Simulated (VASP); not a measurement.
A run of VASP 6.6.1 is set up as follows.

Contents of INCAR:

```
ALGO     = Fast           # electronic algorithm
EDIFF    = 1E-7           # SCF threshold, eV
ENCUT    = 520            # plane-wave cutoff, eV
GGA      = CA             # functional
ISIF     = 2              # what is computed and relaxed
ISMEAR   = 0              # smearing method
LASPH    = T              # aspherical terms in the spheres
LCHARG   = F              # write CHGCAR
LREAL    = F              # projectors in reciprocal space
LWAVE    = F              # write WAVECAR
NBANDS   = 13             # bands
NELM     = 60             # most SCF steps
PREC     = Accurate       # precision mode
SIGMA    = 0.15           # smearing width, eV
```

File KPOINTS:

```
k-points
0
Gamma
  22 22 22
```

Contents of POSCAR:

```
Ru
1.0
    0.0000000000      1.9150000000      1.9150000000
    1.9150000000      0.0000000000      1.9150000000
    1.9150000000      1.9150000000      0.0000000000
Ru
1
Direct
    0.0000000000      0.0000000000      0.0000000000
```

Potentials or basis: VASP PAW LDA potentials, release 64 (Ru_pv).

The run is started by

```sh
$ cat potpaw_LDA.64/Ru_pv/POTCAR > POTCAR
$ mpirun -np 1 vasp_std > vasp.out
```

Question: Estimate the band gap on the k mesh.

Answer: Zero (band 7 reaches 14.14 eV, above the bottom of band 8 at 10.75 eV).

Question: What does it give for the pressure?

Answer: -19.7 GPa.
